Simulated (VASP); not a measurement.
Input of a VASP 6.6.1 run:

The input INCAR:

```
  PREC = Accurate
  ENCUT = 500
  EDIFF = 1E-6
  ISMEAR = -1
  SIGMA = 0.1
  LREAL = F
  LASPH = T
  NELM = 120
  ALGO = Normal
  ISIF = 2
  LWAVE = F
  LCHARG = F
  GGA = PE
  NBANDS = 11
  GGA_COMPAT = F
```

Contents of KPOINTS:

```
Automatic mesh
0
Gamma
  11 11 11
```

File POSCAR:

```
Ca
1.0
    2.6150000000      0.0000000000      0.0000000000
    0.0000000000      2.6150000000      0.0000000000
    0.0000000000      0.0000000000      2.6150000000
Ca
1
Direct
    0.0000000000      0.0000000000      0.0000000000
```

Potentials or basis: VASP PAW PBE potentials, release 64 (Ca_sv).

Launch:

```bash
$ cat potpaw_PBE.64/Ca_sv/POTCAR > POTCAR
$ mpirun -np 1 vasp_std > vasp.out
```

Question: Estimate the pressure.

Answer: 43.2 GPa.

Question: What does it give for the band gap on the k mesh?

Answer: Zero (bands 5 and 6 overlap by 0.54 eV).

Caveat: the cell stands under pressure.
